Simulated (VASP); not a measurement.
# Sc (R-3m) in VASP: single point with PBE

Aim: the single point of Sc with PBE.

All numbers are computed with VASP 6.6.1; they aren't measurements. Logs are shortened: lines on timing, memory, paths and dates and some standing lists are left out, and cuts for length are marked.

## (1) The cell of the first run

The structure is trigonal, space group R-3m (No. 166). Conventional cell: a = 3.654 Å, b = 3.654 Å, c = 26.940 Å, α = 90.00°, β = 90.00°, γ = 120.00°. Within 4.8 Å of Sc (site symmetry -3m) lie 12 Sc at 3.65 to 3.67 Å. Within 4.8 Å of Sc (site symmetry 3m) lie 12 Sc at 3.65 to 3.67 Å.

## (2) Single point, PBE (In replaced by Sc, lengths x 1.118, strained)

The input, INCAR:

```
PREC = Accurate
ENCUT = 520
EDIFF = 1E-6
ISMEAR = 0
SIGMA = 0.1
LREAL = False
LASPH = True
NELM = 100
ALGO = Normal
ISIF = 2
LWAVE = False
LCHARG = False
GGA = PE
NBANDS = 24
```

The input, KPOINTS:

```
regular mesh
0
Gamma
  6 6 6
```

The input, POSCAR:

```
Sc
1.0
    1.8268030694      1.0547052439      8.9800481806
   -1.8268030694      1.0547052439      8.9800481806
    0.0000000000     -2.1094104877      8.9800481806
Sc
3
Direct
    0.0000000000      0.0000000000      0.0000000000
    0.7780122400      0.7780122400      0.7780122400
    0.2219877600      0.2219877600      0.2219877600
```

Potentials or basis: VASP PAW PBE potentials, release 64 (Sc_sv).

Launch:

```bash
> cat potpaw_PBE.64/Sc_sv/POTCAR > POTCAR
> mpirun -np 1 vasp_std > vasp.out
```

OUTCAR:

```text
PREC = Accurate
   ENCUT = 520
   EDIFF = 1E-6
   ISMEAR = 0
   LREAL = False
   LASPH = True
   NELM = 100
   ISIF = 2
   GGA = PE

 ion  position               nearest neighbor table
   1  0.000  0.000  0.000-
   2  0.778  0.778  0.778-
   3  0.222  0.222  0.222-

  LATTYP: Found a trigonal (rhomboedric) cell.
 ALAT       =     9.2244716885
 COS(alpha) =     0.9215612875

  Lattice vectors:

 A1 = (   1.8268030694,   1.0547052439,   8.9800481806)
 A2 = (  -1.8268030694,   1.0547052439,   8.9800481806)
 A3 = (   0.0000000000,  -2.1094104877,   8.9800481806)

Analysis of symmetry for initial positions (statically):
=====================================================================
 Subroutine PRICEL returns:
 Original cell was already a primitive cell.

 Routine SETGRP: Setting up the symmetry group for a
 trigonal (rhombohedral) supercell.

 Subroutine GETGRP returns: Found 12 space group operations
 (whereof 12 operations were pure point group operations)
 out of a pool of 12 trial point group operations.

The static configuration has the point symmetry D_3d.

Analysis of symmetry for dynamics (positions and initial velocities):
=====================================================================
 Subroutine PRICEL returns:
 Original cell was already a primitive cell.

 Routine SETGRP: Setting up the symmetry group for a
 trigonal (rhombohedral) supercell.

 Subroutine GETGRP returns: Found 12 space group operations
 (whereof 12 operations were pure point group operations)
 out of a pool of 12 trial point group operations.

The dynamic configuration has the point symmetry D_3d.

 Subroutine INISYM returns: Found 12 space group operations
 (whereof 12 operations are pure point group operations),
 and found     1 'primitive' translations

----------------------------------------------------------------------------------------

                                     Primitive cell

  volume of cell :     103.8132

  direct lattice vectors                    reciprocal lattice vectors
     1.826803069  1.054705244  8.980048181     0.273702190  0.158022033  0.037119326
    -1.826803069  1.054705244  8.980048181    -0.273702190  0.158022033  0.037119326
     0.000000000 -2.109410488  8.980048181     0.000000000 -0.316044066  0.037119326

  length of vectors
     9.224471688  9.224471688  9.224471688     0.318216429  0.318216429  0.318216429

  position of ions in fractional coordinates (direct lattice)
     0.000000000  0.000000000  0.000000000
     0.778012240  0.778012240  0.778012240
     0.221987760  0.221987760  0.221987760

  ion indices of the primitive-cell ions
   primitive index   ion index
                 1           1
                 2           2
                 3           3

----------------------------------------------------------------------------------------

 KPOINTS: regular mesh

Automatic generation of k-mesh.
 Grid dimensions read from file:
 generate k-points for:    6    6    6

 Generating k-lattice:

  Cartesian coordinates                     Fractional coordinates (reciprocal lattice)
     0.045617032  0.026337005  0.006186554     0.166666667  0.000000000 -0.000000000
    -0.045617032  0.026337005  0.006186554     0.000000000  0.166666667 -0.000000000
     0.000000000 -0.052674011  0.006186554    -0.000000000 -0.000000000  0.166666667

  Length of vectors
     0.053036072  0.053036072  0.053036072

  Shift w.r.t. Gamma in fractional coordinates (k-lattice)
     0.000000000  0.000000000  0.000000000

 Subroutine IBZKPT returns following result:
 ===========================================

 Found     32 irreducible k-points:

 Following reciprocal coordinates:
            Coordinates               Weight
  0.000000  0.000000  0.000000      1.000000
  0.166667  0.000000  0.000000      6.000000
  0.333333  0.000000  0.000000      6.000000
  0.500000  0.000000 -0.000000      3.000000
  0.166667  0.166667  0.000000      6.000000
  0.333333  0.166667 -0.000000     12.000000
[... 16 lines left out ...]
  0.500000  0.500000  0.166667      6.000000
 -0.333333  0.500000  0.166667     12.000000
 [... further k-points ...]
   k-points           NKPTS =     32   k-points in BZ     NKDIM =     32   number of bands    NBANDS=     24
   number of dos      NEDOS =    301   number of ions     NIONS =      3
   total plane-waves  NPLWV = 343000
   dimension x,y,z NGX =    70 NGY =   70 NGZ =   70
   dimension x,y,z NGXF=   140 NGYF=  140 NGZF=  140
   ions per type =               3
   NGX,Y,Z   is equivalent  to a cutoff of  12.62, 12.62, 12.62 a.u.
   NGXF,Y,Z  is equivalent  to a cutoff of  25.23, 25.23, 25.23 a.u.
 SYSTEM =  unknown system
   PREC   = accura    normal or accurate (medium, high low for compatibility)
   ISTART =      0    job   : 0-new  1-cont  2-samecut
   ICHARG =      2    charge: 1-file 2-atom 10-const
   ISPIN  =      1    spin polarized calculation?
   LNONCOLLINEAR =      F non collinear calculations
   LSORBIT =      F    spin-orbit coupling
   LASPH  =      T    aspherical Exc in radial PAW
   ENCUT  =  520.0 eV  38.22 Ry    6.18 a.u.  17.15 17.15 17.15*2*pi/ulx,y,z
   NELM   =    100;   NELMIN=  2; NELMDL= -5     # of ELM steps
   EDIFF  = 0.1E-05   stopping-criterion for ELM
   LREAL  =      F    real-space projection
   EDIFFG = 0.1E-04   stopping-criterion for IOM
   NSW    =      0    number of steps for IOM
   IBRION =     -1    ionic relax: 0-MD 1-quasi-New 2-CG
   NFREE  =      0    steps in history (QN), initial steepest desc. (CG)
   ISIF   =      2    stress and relaxation
   ISYM   =      2    0-nonsym 1-usesym 2-fastsym
   POTIM  = 0.5000    time-step for ionic-motion
   TEBEG  =    0.0;   TEEND  =   0.0 temperature during run
   PSTRESS=    0.0 pullay stress
   NELECT =      33.0000    total number of electrons
   NUPDOWN=      -1.0000    fix difference up-down
   EMIN   =  10.00;   EMAX   =-10.00  energy-range for DOS
   EFERMI =   0.00;   METHOD = LEGACY
   ISMEAR =     0;   SIGMA  =   0.10  broadening in eV -4-tet -1-fermi 0-gaus
   EFERMI_NEDOS =   21; number of points for ismear=-14 and -15
   IALGO  =     38    algorithm
   IMIX   =      4    mixing-type and parameters
     AMIX     =   0.40;   BMIX     =  1.00
     AMIX_MAG =   1.60;   BMIX_MAG =  1.00
  volume/ion in A,a.u.               =      34.60       233.52
  Fermi-wavevector in a.u.,A,eV,Ry     =   1.117280  2.111352 16.984341  1.248314
  Thomas-Fermi vector in A             =   2.253901
   LORBIT       =      0    0 simple, 1 ext, 2 COOP (PROOUT), +10 PAW based schemes
   GGA     = PE    functional components
   LHFCALC =     F    Hartree Fock is set to
   AEXX    =    0.0000 exact exchange contribution
   IVDW    =     0    specifies the selected vdW correction
   LEPSILON=     F    determine dielectric tensor
   LRPA    =     F    only Hartree local field effects (RPA)
 non-spin polarized calculation
 Gauss-broadening in eV      SIGMA  =   0.10
  energy-cutoff  :      520.00
  volume of cell :      103.81
 maximum number of plane-waves:      2808
 NGX is ok and might be reduce to    70
   NGX = 35   NGY = 35   NGZ = 35

 number of electron      33.0000000 magnetization

 Free energy of the ion-electron system (eV)
  ---------------------------------------------------
  ext. energy  EPLUGINS =         0.00000000
  ---------------------------------------------------
  free energy    TOTEN  =       -17.51414258 eV

  energy without entropy =      -17.47163907  energy(sigma->0) =      -17.49289083

 E-fermi :   1.9402     XC(G=0):  -8.6083

 val. band max:        1.9358229697   @ k =   0.3333   0.3333   0.3333
 cond. band min:       1.9408880802   @ k =   0.3333   0.1667   0.1667
 fundamental gap:      0.0050651106
 Fermi energy:         1.9401828557

 k-point     1 :       0.0000    0.0000    0.0000
  band No.  band energies     occupation
      1     -48.3909      2.00000
      2     -48.3583      2.00000
      3     -48.3525      2.00000
      4     -26.9784      2.00000
      5     -26.9640      2.00000
      6     -26.9270      2.00000
[... 16 lines left out ...]
     23       3.2360      0.00000
     24       3.2360      0.00000

 k-point     2 :       0.1667    0.0000    0.0000
  band No.  band energies     occupation
      1     -48.3887      2.00000
      2     -48.3560      2.00000
      3     -48.3508      2.00000
      4     -26.9762      2.00000
      5     -26.9645      2.00000
      6     -26.9419      2.00000
[... 16 lines left out ...]
     23       3.3775      0.00000
     24       3.4061      0.00000

 k-point     3 :       0.3333    0.0000    0.0000
  band No.  band energies     occupation
      1     -48.3843      2.00000
      2     -48.3511      2.00000
      3     -48.3476      2.00000
      4     -26.9974      2.00000
      5     -26.9793      2.00000
      6     -26.9577      2.00000
[... 16 lines left out ...]
     23       3.7976      0.00000
     24       3.9068      0.00000

 k-point     4 :       0.5000    0.0000   -0.0000
  band No.  band energies     occupation
      1     -48.3821      2.00000
      2     -48.3484      2.00000
      3     -48.3463      2.00000
      4     -27.0178      2.00000
      5     -26.9929      2.00000
      6     -26.9749      2.00000
[... 16 lines left out ...]
     23       3.9875      0.00000
     24       4.0201      0.00000

 k-point     5 :       0.1667    0.1667    0.0000
  band No.  band energies     occupation
      1     -48.3887      2.00000
      2     -48.3560      2.00000
      3     -48.3508      2.00000
      4     -26.9791      2.00000
      5     -26.9620      2.00000
      6     -26.9401      2.00000
[... 451 lines left out ...]
 k-point    22 :      -0.1667    0.3333    0.1667
  band No.  band energies     occupation
      1     -48.3821      2.00000
      2     -48.3484      2.00000
      3     -48.3463      2.00000
      4     -27.0084      2.00000
      5     -26.9802      2.00000
      6     -26.9681      2.00000
[... 16 lines left out ...]
     23       3.5577      0.00000
     24       4.0360      0.00000

 k-point    23 :       0.5000    0.5000    0.1667
  band No.  band energies     occupation
      1     -48.3843      2.00000
      2     -48.3513      2.00000
      3     -48.3475      2.00000
      4     -26.9983      2.00000
      5     -26.9708      2.00000
      6     -26.9596      2.00000
[... 16 lines left out ...]
     23       3.3865      0.00000
     24       3.9793      0.00000

 k-point    24 :      -0.3333    0.5000    0.1667
  band No.  band energies     occupation
      1     -48.3821      2.00000
      2     -48.3484      2.00000
      3     -48.3463      2.00000
      4     -27.0079      2.00000
      5     -26.9762      2.00000
      6     -26.9683      2.00000
[... 16 lines left out ...]
     23       3.4599      0.00000
     24       4.0469      0.00000

 [... further k-points ...]
[... 5 lines left out ...]
  --------------------------------------------------------------------------------------
  -------------------------------------------------------------------------------------
  Total       -6.2654564     -6.2654564     -6.9816705      0.0000000     -0.0000000      0.0000000
  in kB      -96.6964514    -96.6964514   -107.7499746      0.0000000     -0.0000000      0.0000000
  external PRESSURE =    -100.3809591 kB  Pullay stress =       0.0000000 kB

 VOLUME and BASIS-vectors are now :
 -----------------------------------------------------------------------------
  energy-cutoff  :      520.00
  volume of cell :      103.81
      direct lattice vectors                 reciprocal lattice vectors
     1.826803069  1.054705244  8.980048181     0.273702190  0.158022033  0.037119326
    -1.826803069  1.054705244  8.980048181    -0.273702190  0.158022033  0.037119326
     0.000000000 -2.109410488  8.980048181     0.000000000 -0.316044066  0.037119326

 POSITION                                       TOTAL-FORCE (eV/Angst)
 -----------------------------------------------------------------------------------
      0.00000      0.00000      0.00000         0.000000     -0.000000     -0.000000
      0.00000      0.00000     20.95976         0.000000      0.000000      0.061559
      0.00000      0.00000      5.98038         0.000000     -0.000000     -0.061559
 -----------------------------------------------------------------------------------
    total drift:                               -0.000000      0.000000     -0.000000

  FREE ENERGIE OF THE ION-ELECTRON SYSTEM (eV)
  ---------------------------------------------------
  free  energy   TOTEN  =       -17.5141425835 eV

  energy  without entropy=      -17.4716390742  energy(sigma->0) =      -17.49289083
```

It took 4.5 min on 1 thread of Intel Xeon 6975P-C (Granite Rapids), shared host; peak memory 0.61 GiB.

What came out:

```yaml
Free_energy: -17.5141 eV
Pressure: -10.0 GPa
Largest_force: 0.062 eV/Å
```

Forces on the atoms (eV/Å):
```
Sc   0.000  0.000  0.000
Sc   0.000  0.000  0.062
Sc   0.000  0.000 -0.062
```

Stress tensor (GPa, compression positive):
```
 -9.67   0.00   0.00
  0.00  -9.67   0.00
  0.00   0.00 -10.77
```

Caveat: the cell differs from its parent crystal (In replaced by Sc, lengths x 1.118, strained).
